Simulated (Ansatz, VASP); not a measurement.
## One calculation of InAs, two programs

```
In As
1.0
     0.00000    3.01293    3.01293
     3.01293    0.00000    3.01293
     3.01293    3.01293    0.00000
In As
1 1
Direct
  0.25000 0.25000 0.25000
  0.00000 0.00000 0.00000
```

Alike in both runs: functional LDA; k mesh 16 × 16 × 16; occupations gaussian, width 0.1 eV; no spin polarisation.

Ansatz relaxed the structure, and its values are those at the end. VASP's run is a single point on that final structure, the one shown.

|  | VASP | Ansatz |
| --- | --- | --- |
| version | VASP 6.6.1 | Ansatz 0.2.0 |
| potentials or method | VASP PAW LDA potentials, release 64 (In_d, As), cutoff 520 eV | scalar-relativistic, plane waves, PAW |
| valence electrons in the cell | 18 | 28 |

```tsv
	VASP	Ansatz	Ansatz less VASP
gap on the k mesh at the Fermi level (eV)	none	none	-
pressure (GPa)	0.1	0.0	-0.15
```

Ansatz warns that its potentials were made for another functional, while VASP's fit it. LDA's correlation is that of Perdew and Zunger in VASP and of Perdew and Wang (1992) in Ansatz. A gap of «none» marks a metal or a gap that the smearing closes. VASP's potentials hold 18 valence electrons a cell and Ansatz's 28, so a difference there can come from the potentials and not from the codes.
